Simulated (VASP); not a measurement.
# NaI (I4/mmm) in VASP: a series of runs, part 2 of 2

VASP 6.6.1. Earlier steps stand in the parts before.

### 3 Single point, PBEsol (strain -0.030 along x and y, +0.015 along z)

Contents of INCAR:

```
SYSTEM = NaI
  PREC = Accurate
  ENCUT = 520
  EDIFF = 1E-6
  ISMEAR = 0
  SIGMA = 0.05
  LREAL = .False.
  LASPH = .True.
  NELM = 80
  ALGO = Normal
  ISIF = 2
  LWAVE = .False.
  LCHARG = .False.
  GGA = PS
  NBANDS = 14
```

Contents of KPOINTS:

```
Automatic mesh
0
Gamma
  6 6 6
  0 0 0
```

Contents of POSCAR:

```
NaI
1.0
    0.0000000000      3.1393080000      3.2849460000
    3.1393080000      0.0000000000      3.2849460000
    3.1393080000      3.1393080000      0.0000000000
Na I
1 1
Direct
    0.0000000000      0.0000000000      0.0000000000
    0.5000000000      0.5000000000      0.5000000000
```

Potentials or basis: VASP PAW PBE potentials, release 64 (Na_pv, I).

The run is started by

```console
> cat potpaw_PBE.64/Na_pv/POTCAR potpaw_PBE.64/I/POTCAR > POTCAR
> mpirun -np 1 vasp_std > vasp.out
```

OUTCAR:

```text
SYSTEM = NaI
   PREC = Accurate
   ENCUT = 520
   EDIFF = 1E-6
   ISMEAR = 0
   LREAL = .False.
   LASPH = .True.
   NELM = 80
   ISIF = 2
   GGA = PS

 ion  position               nearest neighbor table
   1  0.000  0.000  0.000-   2 3.14   2 3.14   2 3.14   2 3.14
   2  0.500  0.500  0.500-   1 3.14   1 3.14   1 3.14   1 3.14

  LATTYP: Found a body centered tetragonal cell.
 ALAT       =     4.4396519501
 C/A-ratio  =     1.4798214081

  Lattice vectors:

 A1 = (  -3.1393080000,   0.0000000000,   3.2849460000)
 A2 = (   3.1393080000,   0.0000000000,   3.2849460000)
 A3 = (   0.0000000000,   3.1393080000,  -3.2849460000)

Analysis of symmetry for initial positions (statically):
=====================================================================
 Subroutine PRICEL returns:
 Original cell was already a primitive cell.

 Routine SETGRP: Setting up the symmetry group for a
 body centered tetragonal supercell.

 Subroutine GETGRP returns: Found 16 space group operations
 (whereof 16 operations were pure point group operations)
 out of a pool of 16 trial point group operations.

The static configuration has the point symmetry D_4h.

Analysis of symmetry for dynamics (positions and initial velocities):
=====================================================================
 Subroutine PRICEL returns:
 Original cell was already a primitive cell.

 Routine SETGRP: Setting up the symmetry group for a
 body centered tetragonal supercell.

 Subroutine GETGRP returns: Found 16 space group operations
 (whereof 16 operations were pure point group operations)
 out of a pool of 16 trial point group operations.

The dynamic configuration has the point symmetry D_4h.

 Subroutine INISYM returns: Found 16 space group operations
 (whereof 16 operations are pure point group operations),
 and found     1 'primitive' translations

----------------------------------------------------------------------------------------

[... 116 lines left out ...]
   LORBIT       =      0    0 simple, 1 ext, 2 COOP (PROOUT), +10 PAW based schemes
   GGA     = PS    functional components
   LHFCALC =     F    Hartree Fock is set to
   AEXX    =    0.0000 exact exchange contribution
   IVDW    =     0    specifies the selected vdW correction
   LEPSILON=     F    determine dielectric tensor
   LRPA    =     F    only Hartree local field effects (RPA)
 non-spin polarized calculation
 Gauss-broadening in eV      SIGMA  =   0.05
  energy-cutoff  :      520.00
  volume of cell :       64.75
 maximum number of plane-waves:      1763
 NGX is ok and might be reduce to    36
   NGX = 17   NGY = 17   NGZ = 17

 number of electron      14.0000008 magnetization

 Free energy of the ion-electron system (eV)
  ---------------------------------------------------
  ext. energy  EPLUGINS =         0.00000000
  ---------------------------------------------------
  free energy    TOTEN  =        -5.66057098 eV

  energy without entropy =       -5.66057098  energy(sigma->0) =       -5.66057098

 E-fermi :   1.3646     XC(G=0):  -8.0315

 val. band max:        1.0722156860   @ k =   0.0000   0.0000   0.0000
 cond. band min:       4.6745535095   @ k =   0.0000   0.0000   0.0000
 fundamental gap:      3.6023378235
 Fermi energy:         1.3646430290

 k-point     1 :       0.0000    0.0000    0.0000
  band No.  band energies     occupation
      1     -21.1517      2.00000
      2     -21.1497      2.00000
      3     -21.1497      2.00000
      4     -10.1391      2.00000
      5       1.0283      2.00000
      6       1.0283      2.00000
      7       1.0722      2.00000
      8       4.6746      0.00000
      9       8.6917      0.00000
     10       9.0004      0.00000
     11       9.0004      0.00000
     12      10.5583      0.00000
     13      11.1020      0.00000
     14      11.3227      0.00000
[... 377 lines left out ...]
      1     -21.1550      2.00000
      2     -21.1535      2.00000
      3     -21.1522      2.00000
      4      -9.6970      2.00000
      5      -0.9152      2.00000
      6      -0.0494      2.00000
      7       0.3177      2.00000
      8       6.0410      0.00000
      9       7.0265      0.00000
     10       9.7040      0.00000
     11      10.6205      0.00000
     12      12.0257      0.00000
     13      13.5627      0.00000
     14      14.2569      0.00000

 [... further k-points ...]
[... 5 lines left out ...]
  --------------------------------------------------------------------------------------
  -------------------------------------------------------------------------------------
  Total        0.3301608      0.3301608     -0.2018283      0.0000000      0.0000000      0.0000000
  in kB        8.1697731      8.1697731     -4.9942080      0.0000000      0.0000000      0.0000000
  external PRESSURE =       3.7817794 kB  Pullay stress =       0.0000000 kB

 VOLUME and BASIS-vectors are now :
 -----------------------------------------------------------------------------
  energy-cutoff  :      520.00
  volume of cell :       64.75
      direct lattice vectors                 reciprocal lattice vectors
     0.000000000  3.139308000  3.284946000    -0.159270769  0.159270769  0.152209504
     3.139308000  0.000000000  3.284946000     0.159270769 -0.159270769  0.152209504
     3.139308000  3.139308000  0.000000000     0.159270769  0.159270769 -0.152209504

 POSITION                                       TOTAL-FORCE (eV/Angst)
 -----------------------------------------------------------------------------------
      0.00000      0.00000      0.00000         0.000000     -0.000000      0.000000
      3.13931      3.13931      3.28495        -0.000000      0.000000      0.000000
 -----------------------------------------------------------------------------------
    total drift:                                0.000000      0.000000      0.000000

  FREE ENERGIE OF THE ION-ELECTRON SYSTEM (eV)
  ---------------------------------------------------
  free  energy   TOTEN  =        -5.6605709764 eV

  energy  without entropy=       -5.6605709764  energy(sigma->0) =       -5.66057098
```

Run time: 33 s. Hardware: 1 thread of Intel Xeon 6975P-C, shared host; peak memory 0.21 GiB.

Results:

```
Free energy            : -5.6606 eV
Pressure               : 0.4 GPa
Band gap on the k mesh : 3.60 eV, direct
```

Stress tensor (GPa, compression positive):
```
 0.82  0.00  0.00
 0.00  0.82  0.00
 0.00  0.00 -0.50
```

Caveat: the cell differs from its parent crystal (strain -0.030 along x and y, +0.015 along z); the PAW data sets were made with another functional, which shifts forces and pressure a little; spin-orbit coupling is left out, which moves the levels of the heavy elements.
